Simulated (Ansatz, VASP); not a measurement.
## Ir: VASP beside Ansatz

The input POSCAR:

```
Ir
1.0
    0.0000000000      1.8429120000      2.0732760000
    1.8429120000      0.0000000000      2.0732760000
    1.8429120000      1.8429120000      0.0000000000
Ir
1
Direct
    0.0000000000      0.0000000000      0.0000000000
```

The input INCAR.step1:

```
SYSTEM = Ir
  PREC = Accurate
  ENCUT = 520
  ISMEAR = 0
  SIGMA = 0.15
  LREAL = .False.
  LASPH = .True.
  NELM = 80
  NBANDS = 10
  GGA = PE
  ALGO = Normal
  EDIFF = 1E-4
  LWAVE = .True.
  LCHARG = .False.
```

Contents of INCAR.step2:

```
SYSTEM = Ir
  PREC = Accurate
  ENCUT = 520
  EDIFF = 1E-6
  ISMEAR = 0
  SIGMA = 0.15
  LREAL = .False.
  LASPH = .True.
  NELM = 80
  ALGO = Normal
  ISIF = 2
  LWAVE = .False.
  LCHARG = .True.
  METAGGA = R2SCAN
  LMIXTAU = .True.
  LELF = .True.
  LVHAR = .True.
  NBANDS = 10
  ISTART = 1
```

The input KPOINTS:

```
Automatic mesh
0
Gamma
  22 22 22
  0 0 0
```

Input for Ansatz:

```yaml
crystal:
  lattice:
    - [0.0, 1.842912, 2.073276]
    - [1.842912, 0.0, 2.073276]
    - [1.842912, 1.842912, 0.0]
  atoms:
    - { symbol: Ir, position: [0.0, 0.0, 0.0] }
basis:
  ecutwfc: 500
kpoints:
  mp_grid: { grid: [22, 22, 22] }
hamiltonian:
  xc: r2scan
scf:
  occupations: { method: gaussian, width: 0.15 }
output:
  forces: true
  stress: true
  eigenvalues: true
```

Change from the starting cell: strain -0.040 along x and y, +0.080 along z, atoms carried along.

Alike in both runs: task single point; functional r2SCAN; k mesh 22 × 22 × 22; occupations gaussian, width 0.15 eV; no spin polarisation.

|  | VASP | Ansatz |
| --- | --- | --- |
| version | VASP 6.6.1 | Ansatz 0.2.0 |
| potentials or method | VASP PAW PBE potentials, release 64 (Ir), cutoff 520 eV | scalar-relativistic, plane waves, PAW |
| valence electrons in the cell | 9 | 17 |

VASP gave:

```
gap on the k mesh at the Fermi level (eV)                     : none
pressure (GPa)                                                : 9.6
traceless stress, the component that is largest in VASP (GPa) : -31.00
```

What did Ansatz give for the same quantities?

gap on the k mesh at the Fermi level (eV): none; pressure (GPa): 7.0; traceless stress, the component that is largest in VASP (GPa): -30.85.

VASP's potentials were made for PBE, not for r2SCAN. A gap of «none» marks a metal or a gap that the smearing closes. The functional is the same, so the differences come from potentials, cutoffs and numerics. VASP's potentials hold 9 valence electrons a cell and Ansatz's 17, so a difference there can come from the potentials and not from the codes.

Spin-orbit coupling is off throughout.
